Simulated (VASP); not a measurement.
Set up this calculation in VASP 6.6.1, as the native input.

```yaml
Task: single point
Functional: r2SCAN
Potentials_or_basis: VASP PAW PBE potentials, release 64 (Al, Ga_d, O)
Cutoff: 520 eV
k_mesh: 6 × 6 × 6
Occupations: fermi-dirac, width 0.02 eV
Spin: no spin polarisation
Dipole_correction: no
Further_INCAR_settings: ALGO = Normal; EDIFF = 1e-07; NBANDS = 50
```

AlGa3O6:

```
Al Ga O
1.0
     2.46432    1.42277    4.44176
    -2.46432    1.42277    4.44176
     0.00000   -2.84555    4.44176
Al Ga O
1 3 6
Cartesian
  0.0000 0.0000 11.3320
  0.0000 0.0000 8.5479
  0.0000 0.0000 4.7337
  0.0000 0.0000 1.9364
  0.7218 1.5616 5.5872
  1.7510 0.0714 7.7716
  -1.7133 -0.1557 5.5872
  0.9915 -1.4059 5.5872
  -0.9374 1.4807 7.7716
  -0.8136 -1.5521 7.7716
```

The input as run:

POSCAR

```
AlGa3O6
1.0
    2.4643179219      1.4227746139      4.4417557903
   -2.4643179219      1.4227746139      4.4417557903
    0.0000000000     -2.8455492328      4.4417557887
Al Ga O
1 3 6
Direct
    0.8504135176      0.8504135176      0.8504135176
    0.6414783119      0.6414783119      0.6414783119
    0.3552449197      0.3552449197      0.3552449197
    0.1453192822      0.1453192822      0.1453192822
    0.7486727104      0.4557691482      0.0534373152
    0.9468615796      0.2363182241      0.5664849912
    0.0534373152      0.7486727104      0.4557691482
    0.4557691482      0.0534373152      0.7486727104
    0.5664849912      0.9468615796      0.2363182241
    0.2363182241      0.5664849912      0.9468615796
```

INCAR.step1

```
ALGO = Normal
EDIFF = 1E-4
ENCUT = 520
GGA = PE
ISMEAR = -1
LASPH = T
LCHARG = F
LREAL = F
LWAVE = T
NBANDS = 50
NELM = 60
PREC = Accurate
SIGMA = 0.02
```

INCAR.step2

```
ALGO = Normal
EDIFF = 1E-7
ENCUT = 520
ISIF = 2
ISMEAR = -1
ISTART = 1
LASPH = T
LCHARG = T
LELF = T
LMIXTAU = T
LREAL = F
LVHAR = T
LWAVE = F
METAGGA = R2SCAN
NBANDS = 50
NELM = 60
PREC = Accurate
SIGMA = 0.02
```

KPOINTS

```
k-points
0
Gamma
  6 6 6
```

Potentials or basis: VASP PAW PBE potentials, release 64 (Al, Ga_d, O).

Command:

```sh
$ cat potpaw_PBE.64/Al/POTCAR potpaw_PBE.64/Ga_d/POTCAR potpaw_PBE.64/O/POTCAR > POTCAR
$ cp INCAR.step1 INCAR
$ mpirun -np 1 vasp_std > vasp.out
$ cp INCAR.step2 INCAR
$ mpirun -np 1 vasp_std > vasp.out
```

Results of the run:

```
Pressure               : 1.4 GPa
Largest force          : 0.106 eV/Å
Band gap on the k mesh : 4.20 eV, indirect (least direct gap 4.38 eV)
```

Caveat: the PAW data sets were made with another functional, which shifts forces and pressure a little.

Wall time 11 min on 1 thread of AMD EPYC 9R45 96-Core Processor (Zen 5), on a shared host, peak memory 0.32 GiB.
